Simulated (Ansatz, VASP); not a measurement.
## One calculation of TiN, two programs

INCAR

```
PREC = Accurate
ENCUT = 520
EDIFF = 1E-8
ISMEAR = -1
SIGMA = 0.05
LREAL = F
LASPH = T
NELM = 100
ALGO = Normal
ISIF = 2
LWAVE = F
LCHARG = F
GGA = PS
LEFG = T
NBANDS = 16
```

File KPOINTS:

```
regular mesh
0
Gamma
  17 17 17
```

POSCAR

```
TiN
1.0
    0.0000000000      2.1636184092      2.1636184092
    2.1636184092      0.0000000000      2.1636184092
    2.1636184092      2.1636184092      0.0000000000
Ti N
1 1
Direct
    0.0000000000      0.0000000000      0.0000000000
    0.5000000000      0.5000000000      0.5000000000
```

Input for Ansatz:

```yaml
crystal:
  lattice:
    - [0.0, 2.1636184092, 2.1636184092]
    - [2.1636184092, 0.0, 2.1636184092]
    - [2.1636184092, 2.1636184092, 0.0]
  atoms:
    - { symbol: Ti, position: [0.0, 0.0, 0.0] }
    - { symbol: "N", position: [0.5, 0.5, 0.5] }
kpoints:
  mp_grid: { grid: [17, 17, 17] }
scf:
  occupations: { method: fermi_dirac, width: 0.05 }
hamiltonian:
  xc: pbesol
  pseudopotentials: { kind: paw }
output:
  forces: true
  stress: true
  eigenvalues: true
  efg: { contact_densities: true }
```

Change from the starting cell: volume scaled by 1.06, PAW files.

Alike in both runs: task electric field gradients; functional PBEsol; k mesh 17 × 17 × 17; occupations fermi-dirac, width 0.05 eV; no spin polarisation.

|  | VASP | Ansatz |
| --- | --- | --- |
| version | VASP 6.6.1 | Ansatz 0.2.0 |
| potentials or method | VASP PAW PBE potentials, release 64 (Ti_sv, N) | PAW with Ansatz's default frozen-core files, scalar-relativistic |
| plane-wave cutoff (eV) | 520 | 420 |
| valence electrons in the cell | 17 | 17 |

```csv
,VASP,Ansatz,Ansatz less VASP
pressure (GPa),-21.2,-21.6,-0.43
```

VASP's potentials were made for PBE, not for PBEsol.
